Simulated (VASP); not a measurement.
# Ta (Im-3m) in VASP: a series of runs

The runs below take Ta through single point, with LDA.

Everything below comes from runs of VASP 6.6.1. Logs are shortened: lines on timing, memory, paths and dates and some standing lists are left out, and cuts for length are marked.

### Step 1. The cell of the first run

Symmetry: Im-3m, No. 229, cubic system. Conventional cell: a = 3.303 Å, b = 3.303 Å, c = 3.303 Å, α = 90.00°, β = 90.00°, γ = 90.00°. Within 3.8 Å of Ta (site symmetry m-3m) lie 14 Ta at 2.86 to 3.30 Å.

### Step 2. Single point, LDA

Input file INCAR:

```
SYSTEM = Ta
PREC = Accurate ; ENCUT = 520
EDIFF = 1E-7 ; ISMEAR = 1
SIGMA = 0.02 ; LREAL = .False.
LASPH = .True. ; NELM = 80
ALGO = Normal ; ISIF = 2
LWAVE = .False. ; LCHARG = .False.
NBANDS = 12
```

Input file KPOINTS:

```
Automatic mesh
0
Gamma
  20 20 20
  0 0 0
```

Input file POSCAR:

```
Ta
1.0
   -1.6512800000      1.6512800000      1.6512800000
    1.6512800000     -1.6512800000      1.6512800000
    1.6512800000      1.6512800000     -1.6512800000
Ta
1
Direct
    0.0000000000      0.0000000000      0.0000000000
```

Potentials or basis: VASP PAW LDA potentials, release 64 (Ta_pv).

On the command line:

```bash
cat potpaw_LDA.64/Ta_pv/POTCAR > POTCAR
mpirun -np 1 vasp_std > vasp.out
```

OUTCAR:

```text
SYSTEM = Ta
   PREC = Accurate
   ENCUT = 520
   EDIFF = 1E-7
   ISMEAR = 1
   LREAL = .False.
   LASPH = .True.
   NELM = 80
   ISIF = 2

 ion  position               nearest neighbor table
   1  0.000  0.000  0.000-

  LATTYP: Found a body centered cubic cell.
 ALAT       =     3.3025600000

  Lattice vectors:

 A1 = (  -1.6512800000,   1.6512800000,   1.6512800000)
 A2 = (   1.6512800000,  -1.6512800000,   1.6512800000)
 A3 = (   1.6512800000,   1.6512800000,  -1.6512800000)

Analysis of symmetry for initial positions (statically):
=====================================================================
 Subroutine PRICEL returns:
 Original cell was already a primitive cell.

 Routine SETGRP: Setting up the symmetry group for a
 body centered cubic supercell.

 Subroutine GETGRP returns: Found 48 space group operations
 (whereof 48 operations were pure point group operations)
 out of a pool of 48 trial point group operations.

The static configuration has the point symmetry O_h .

Analysis of symmetry for dynamics (positions and initial velocities):
=====================================================================
 Subroutine PRICEL returns:
 Original cell was already a primitive cell.

 Routine SETGRP: Setting up the symmetry group for a
 body centered cubic supercell.

 Subroutine GETGRP returns: Found 48 space group operations
 (whereof 48 operations were pure point group operations)
 out of a pool of 48 trial point group operations.

The dynamic configuration has the point symmetry O_h .

 Subroutine INISYM returns: Found 48 space group operations
 (whereof 48 operations are pure point group operations),
 and found     1 'primitive' translations

----------------------------------------------------------------------------------------

                                     Primitive cell

  volume of cell :      18.0104

  direct lattice vectors                    reciprocal lattice vectors
    -1.651280000  1.651280000  1.651280000     0.000000000  0.302795407  0.302795407
     1.651280000 -1.651280000  1.651280000     0.302795407  0.000000000  0.302795407
     1.651280000  1.651280000 -1.651280000     0.302795407  0.302795407  0.000000000

  length of vectors
     2.860100858  2.860100858  2.860100858     0.428217371  0.428217371  0.428217371

  position of ions in fractional coordinates (direct lattice)
     0.000000000  0.000000000  0.000000000

  ion indices of the primitive-cell ions
   primitive index   ion index
                 1           1

----------------------------------------------------------------------------------------

 KPOINTS: Automatic mesh

Automatic generation of k-mesh.
 Grid dimensions read from file:
 generate k-points for:   20   20   20

 Generating k-lattice:

  Cartesian coordinates                     Fractional coordinates (reciprocal lattice)
     0.000000000  0.015139770  0.015139770     0.050000000  0.000000000  0.000000000
     0.015139770  0.000000000  0.015139770     0.000000000  0.050000000  0.000000000
     0.015139770  0.015139770  0.000000000     0.000000000  0.000000000  0.050000000

  Length of vectors
     0.021410869  0.021410869  0.021410869

  Shift w.r.t. Gamma in fractional coordinates (k-lattice)
     0.000000000  0.000000000  0.000000000

 Subroutine IBZKPT returns following result:
 ===========================================

 Found    256 irreducible k-points:

 Following reciprocal coordinates:
            Coordinates               Weight
  0.000000  0.000000  0.000000      1.000000
  0.050000  0.000000  0.000000     12.000000
  0.100000  0.000000  0.000000     12.000000
  0.150000  0.000000  0.000000     12.000000
  0.200000  0.000000  0.000000     12.000000
  0.250000  0.000000  0.000000     12.000000
[... 16 lines left out ...]
  0.200000  0.100000  0.000000     48.000000
  0.250000  0.100000  0.000000     48.000000
 [... further k-points ...]
   k-points           NKPTS =    256   k-points in BZ     NKDIM =    256   number of bands    NBANDS=     12
   number of dos      NEDOS =    301   number of ions     NIONS =      1
   total plane-waves  NPLWV =  13824
   dimension x,y,z NGX =    24 NGY =   24 NGZ =   24
   dimension x,y,z NGXF=    48 NGYF=   48 NGZF=   48
   ions per type =               1
   NGX,Y,Z   is equivalent  to a cutoff of  13.95, 13.95, 13.95 a.u.
   NGXF,Y,Z  is equivalent  to a cutoff of  27.90, 27.90, 27.90 a.u.
 SYSTEM =  Ta
   PREC   = accura    normal or accurate (medium, high low for compatibility)
   ISTART =      0    job   : 0-new  1-cont  2-samecut
   ICHARG =      2    charge: 1-file 2-atom 10-const
   ISPIN  =      1    spin polarized calculation?
   LNONCOLLINEAR =      F non collinear calculations
   LSORBIT =      F    spin-orbit coupling
   LASPH  =      T    aspherical Exc in radial PAW
   ENCUT  =  520.0 eV  38.22 Ry    6.18 a.u.   5.32  5.32  5.32*2*pi/ulx,y,z
   NELM   =     80;   NELMIN=  2; NELMDL= -5     # of ELM steps
   EDIFF  = 0.1E-06   stopping-criterion for ELM
   LREAL  =      F    real-space projection
   EDIFFG = 0.1E-05   stopping-criterion for IOM
   NSW    =      0    number of steps for IOM
   IBRION =     -1    ionic relax: 0-MD 1-quasi-New 2-CG
   NFREE  =      0    steps in history (QN), initial steepest desc. (CG)
   ISIF   =      2    stress and relaxation
   ISYM   =      2    0-nonsym 1-usesym 2-fastsym
   POTIM  = 0.5000    time-step for ionic-motion
   TEBEG  =    0.0;   TEEND  =   0.0 temperature during run
   PSTRESS=    0.0 pullay stress
   NELECT =      11.0000    total number of electrons
   NUPDOWN=      -1.0000    fix difference up-down
   EMIN   =  10.00;   EMAX   =-10.00  energy-range for DOS
   EFERMI =   0.00;   METHOD = LEGACY
   ISMEAR =     1;   SIGMA  =   0.02  broadening in eV -4-tet -1-fermi 0-gaus
   EFERMI_NEDOS =   21; number of points for ismear=-14 and -15
   IALGO  =     38    algorithm
   IMIX   =      4    mixing-type and parameters
     AMIX     =   0.40;   BMIX     =  1.00
     AMIX_MAG =   1.60;   BMIX_MAG =  1.00
  volume/ion in A,a.u.               =      18.01       121.54
  Fermi-wavevector in a.u.,A,eV,Ry     =   1.388988  2.624806 26.249534  1.929286
  Thomas-Fermi vector in A             =   2.513061
   LORBIT       =      0    0 simple, 1 ext, 2 COOP (PROOUT), +10 PAW based schemes
   GGA     = CA    functional components
   LHFCALC =     F    Hartree Fock is set to
   AEXX    =    0.0000 exact exchange contribution
   IVDW    =     0    specifies the selected vdW correction
   LEPSILON=     F    determine dielectric tensor
   LRPA    =     F    only Hartree local field effects (RPA)
 non-spin polarized calculation
 Methfessel and Paxton  Order N= 1 SIGMA  =   0.02
  energy-cutoff  :      520.00
  volume of cell :       18.01
 maximum number of plane-waves:       498
 NGX is ok and might be reduce to    24
   NGX = 11   NGY = 11   NGZ = 11

 number of electron      11.0000002 magnetization

 Free energy of the ion-electron system (eV)
  ---------------------------------------------------
  ext. energy  EPLUGINS =         0.00000000
  ---------------------------------------------------
  free energy    TOTEN  =       -12.80846704 eV

  energy without entropy =      -12.80841346  energy(sigma->0) =      -12.80844918

 E-fermi :   5.3697     XC(G=0): -12.7968

 val. band max:        5.3671505027   @ k =  -0.2500   0.4000   0.1000
 cond. band min:       5.3780992224   @ k =   0.3500   0.2000   0.0000
 fundamental gap:      0.0109487198
 Fermi energy:         5.3697124988

 k-point     1 :       0.0000    0.0000    0.0000
  band No.  band energies     occupation
      1     -27.5033      2.00000
      2     -27.5033      2.00000
      3     -27.5033      2.00000
      4      -2.4426      2.00000
      5       6.0679      0.00000
      6       6.0679      0.00000
      7       6.0679      0.00000
      8       9.3259      0.00000
      9       9.3259      0.00000
     10      19.0827      0.00000
     11      20.4774      0.00000
     12      20.4774      0.00000

 k-point     2 :       0.0500    0.0000    0.0000
  band No.  band energies     occupation
      1     -27.5353      2.00000
      2     -27.5131      2.00000
      3     -27.5034      2.00000
      4      -2.3296      2.00000
      5       5.9951      0.00000
      6       6.0491      0.00000
      7       6.1778      0.00000
      8       9.2050      0.00000
      9       9.3261      0.00000
     10      19.0825      0.00000
     11      20.5796      0.00000
     12      20.6739      0.00000

 k-point     3 :       0.1000    0.0000    0.0000
  band No.  band energies     occupation
      1     -27.6272      2.00000
      2     -27.5415      2.00000
      3     -27.5040      2.00000
      4      -2.0002      2.00000
      5       5.7914      0.00000
      6       5.9722      0.00000
      7       6.5051      0.00000
      8       8.9322      0.00000
      9       9.3318      0.00000
     10      19.0823      0.00000
     11      20.8474      0.00000
     12      21.2476      0.00000

 k-point     4 :       0.1500    0.0000    0.0000
  band No.  band energies     occupation
      1     -27.7679      2.00000
      2     -27.5854      2.00000
      3     -27.5048      2.00000
      4      -1.4845      2.00000
      5       5.4939     -0.00000
      6       5.7962      0.00000
      7       7.0414      0.00000
      8       8.6979      0.00000
      9       9.3557      0.00000
     10      19.0820      0.00000
     11      21.1375      0.00000
     12      22.1576      0.00000

 k-point     5 :       0.2000    0.0000    0.0000
  band No.  band energies     occupation
      1     -27.9410      2.00000
      2     -27.6403      2.00000
      3     -27.5058      2.00000
      4      -0.8376      2.00000
      5       5.1477      2.00000
      6       5.5321     -0.00000
      7       7.7722      0.00000
      8       8.6357      0.00000
      9       9.4127      0.00000
     10      19.0813      0.00000
     11      21.1542      0.00000
     12      22.9126      0.00000

 k-point     6 :       0.2500    0.0000    0.0000
  band No.  band energies     occupation
      1     -28.1278      2.00000
      2     -27.7004      2.00000
      3     -27.5069      2.00000
      4      -0.1497      2.00000
      5       4.7946      2.00000
      6       5.2989      2.00001
      7       8.6750      0.00000
      8       8.7459      0.00000
      9       9.5135      0.00000
     10      19.0799      0.00000
     11      20.6502      0.00000
     12      22.2028      0.00000

 k-point     7 :       0.3000    0.0000    0.0000
  band No.  band energies     occupation
      1     -28.3096      2.00000
      2     -27.7599      2.00000
      3     -27.5081      2.00000
      4       0.4480      2.00000
      5       4.4680      2.00000
      6       5.2744      2.00000
      7       8.9520      0.00000
      8       9.6595      0.00000
      9       9.7146      0.00000
     10      19.0757      0.00000
     11      19.7937      0.00000
     12      20.8712      0.00000

 k-point     8 :       0.3500    0.0000    0.0000
  band No.  band energies     occupation
      1     -28.4695      2.00000
      2     -27.8130      2.00000
      3     -27.5092      2.00000
      4       0.8311      2.00000
      5       4.1925      2.00000
      6       5.5878     -0.00000
      7       9.1610      0.00000
      8       9.8387      0.00000
      9      10.8331      0.00000
     10      18.8872      0.00000
     11      19.0434      0.00000
     12      19.4940      0.00000
[... 166 lines left out ...]
 k-point    20 :       0.4500    0.0500    0.0000
  band No.  band energies     occupation
      1     -28.6837      2.00000
      2     -27.8968      2.00000
      3     -27.5232      2.00000
      4       1.1117      2.00000
      5       3.8428      2.00000
      6       6.8930      0.00000
      7       9.1774      0.00000
      8      10.2904      0.00000
      9      13.1559      0.00000
     10      17.0216      0.00000
     11      17.6590      0.00000
     12      19.0940      0.00000

 k-point    21 :       0.1000    0.1000    0.0000
  band No.  band energies     occupation
      1     -27.8432      2.00000
      2     -27.5846      2.00000
      3     -27.5334      2.00000
      4      -1.1857      2.00000
      5       5.4382     -0.00001
      6       5.5382     -0.00000
      7       7.4291      0.00000
      8       8.4687      0.00000
      9       9.5152      0.00000
     10      19.0817      0.00000
     11      21.4700      0.00000
     12      22.3078      0.00000

 k-point    22 :       0.1500    0.1000    0.0000
  band No.  band energies     occupation
      1     -27.9977      2.00000
      2     -27.6375      2.00000
      3     -27.5426      2.00000
      4      -0.5523      2.00000
      5       5.1264      2.00000
      6       5.2584      2.00000
      7       8.1850      0.00000
      8       8.3688      0.00000
      9       9.6630      0.00000
     10      19.0810      0.00000
     11      21.6384      0.00000
     12      22.3821      0.00000

 k-point    23 :       0.2000    0.1000    0.0000
  band No.  band energies     occupation
      1     -28.1621      2.00000
      2     -27.7040      2.00000
      3     -27.5471      2.00000
      4       0.1353      2.00000
      5       4.7798      2.00000
      6       5.0335      2.00000
      7       8.4226      0.00000
      8       9.1284      0.00000
      9       9.8111      0.00000
     10      19.0791      0.00000
     11      20.8394      0.00000
     12      22.2072      0.00000

 k-point    24 :       0.2500    0.1000    0.0000
  band No.  band energies     occupation
      1     -28.3214      2.00000
      2     -27.7727      2.00000
      3     -27.5501      2.00000
      4       0.7500      2.00000
      5       4.4681      2.00000
      6       4.9784      2.00000
      7       8.6282      0.00000
      8       9.9407      0.00000
      9      10.1865      0.00000
     10      19.0713      0.00000
     11      19.7699      0.00000
     12      21.2138      0.00000

 [... further k-points ...]
[... 5 lines left out ...]
  --------------------------------------------------------------------------------------
  -------------------------------------------------------------------------------------
  Total       -0.9368851     -0.9368851     -0.9368851      0.0000000      0.0000000      0.0000000
  in kB      -83.3440784    -83.3440784    -83.3440784      0.0000000      0.0000000      0.0000000
  external PRESSURE =     -83.3440784 kB  Pullay stress =       0.0000000 kB

 VOLUME and BASIS-vectors are now :
 -----------------------------------------------------------------------------
  energy-cutoff  :      520.00
  volume of cell :       18.01
      direct lattice vectors                 reciprocal lattice vectors
    -1.651280000  1.651280000  1.651280000     0.000000000  0.302795407  0.302795407
     1.651280000 -1.651280000  1.651280000     0.302795407  0.000000000  0.302795407
     1.651280000  1.651280000 -1.651280000     0.302795407  0.302795407  0.000000000

 POSITION                                       TOTAL-FORCE (eV/Angst)
 -----------------------------------------------------------------------------------
      0.00000      0.00000      0.00000        -0.000000     -0.000000      0.000000
 -----------------------------------------------------------------------------------
    total drift:                                0.000000      0.000000      0.000000

  FREE ENERGIE OF THE ION-ELECTRON SYSTEM (eV)
  ---------------------------------------------------
  free  energy   TOTEN  =       -12.8084670410 eV

  energy  without entropy=      -12.8084134631  energy(sigma->0) =      -12.80844918
```

It took 13 s on 1 thread of Intel Xeon 6975P-C (Granite Rapids), shared host; peak memory 0.17 GiB.

What came out:

| Item | Value |
| --- | --- |
| Free energy | -12.8085 eV |
| Pressure | -8.3 GPa |
| Band gap on the k mesh | zero (an odd number of electrons rules out a gap without spin polarisation) |

Caveat: the cell stands under tension; spin-orbit coupling is left out, which moves the levels of the heavy elements.

### Step 3. Single point, LDA

Input file INCAR:

```
  PREC = Accurate
  ENCUT = 520
  EDIFF = 1E-6
  ISMEAR = 1
  SIGMA = 0.02
  LREAL = F
  LASPH = T
  NELM = 60
  ALGO = Normal
  ISIF = 2
  LWAVE = F
  LCHARG = F
  NBANDS = 12
```

Input file KPOINTS:

```
Automatic mesh
0
Gamma
  22 22 22
```

POSCAR is that of step 2.

Potentials or basis: VASP PAW LDA potentials, release 64 (Ta_pv).

On the command line:

```bash
cat potpaw_LDA.64/Ta_pv/POTCAR > POTCAR
mpirun -np 1 vasp_std > vasp.out
```

OUTCAR:

```text
PREC = Accurate
   ENCUT = 520
   EDIFF = 1E-6
   ISMEAR = 1
   LREAL = F
   LASPH = T
   NELM = 60
   ISIF = 2

 ion  position               nearest neighbor table
   1  0.000  0.000  0.000-

  LATTYP: Found a body centered cubic cell.
 ALAT       =     3.3025600000

  Lattice vectors:

 A1 = (  -1.6512800000,   1.6512800000,   1.6512800000)
 A2 = (   1.6512800000,  -1.6512800000,   1.6512800000)
 A3 = (   1.6512800000,   1.6512800000,  -1.6512800000)

[... 529 lines left out ...]
      3     -27.5320      2.00000
      4      -0.8426      2.00000
      5       5.2587      2.00000
      6       5.3988      0.88266
      7       7.8324      0.00000
      8       8.4048      0.00000
      9       9.5881      0.00000
     10      19.0879      0.00000
     11      21.6033      0.00000
     12      22.4487      0.00000

 [... further k-points ...]
[... 5 lines left out ...]
  --------------------------------------------------------------------------------------
  -------------------------------------------------------------------------------------
  Total       -0.9457360     -0.9457360     -0.9457360      0.0000000      0.0000000     -0.0000000
  in kB      -84.1314470    -84.1314470    -84.1314470      0.0000000      0.0000000     -0.0000000
  external PRESSURE =     -84.1314470 kB  Pullay stress =       0.0000000 kB

 VOLUME and BASIS-vectors are now :
 -----------------------------------------------------------------------------
  energy-cutoff  :      520.00
  volume of cell :       18.01
      direct lattice vectors                 reciprocal lattice vectors
    -1.651280000  1.651280000  1.651280000     0.000000000  0.302795407  0.302795407
     1.651280000 -1.651280000  1.651280000     0.302795407  0.000000000  0.302795407
     1.651280000  1.651280000 -1.651280000     0.302795407  0.302795407  0.000000000

 POSITION                                       TOTAL-FORCE (eV/Angst)
 -----------------------------------------------------------------------------------
      0.00000      0.00000      0.00000         0.000000     -0.000000      0.000000
 -----------------------------------------------------------------------------------
    total drift:                                0.000000      0.000000     -0.000000

  FREE ENERGIE OF THE ION-ELECTRON SYSTEM (eV)
  ---------------------------------------------------
  free  energy   TOTEN  =       -12.8076738570 eV

  energy  without entropy=      -12.8076573900  energy(sigma->0) =      -12.80766837
```

stdout:

```text
POSCAR found type information on POSCAR Ta
 POSCAR found :  1 types and       1 ions
 scaLAPACK will be used
 LDA part: xc-table for (Slater(with rela. corr.)+CA(PZ))
 , standard interpolation
 POSCAR, INCAR and KPOINTS ok, starting setup
 FFT: planning ... GRIDC
 FFT: planning ... GRID_SOFT
 FFT: planning ... GRID
 WAVECAR not read
 entering main loop
```

Wall time 16 s (1 thread of Intel Xeon 6975P-C (Granite Rapids), shared host); peak memory 0.18 GiB.

What came out:

- Free energy: -12.8077 eV
- Pressure: -8.4 GPa
- Band gap on the k mesh: zero (an odd number of electrons rules out a gap without spin polarisation)

Caveat: the cell stands under tension; spin-orbit coupling is left out, which moves the levels of the heavy elements.
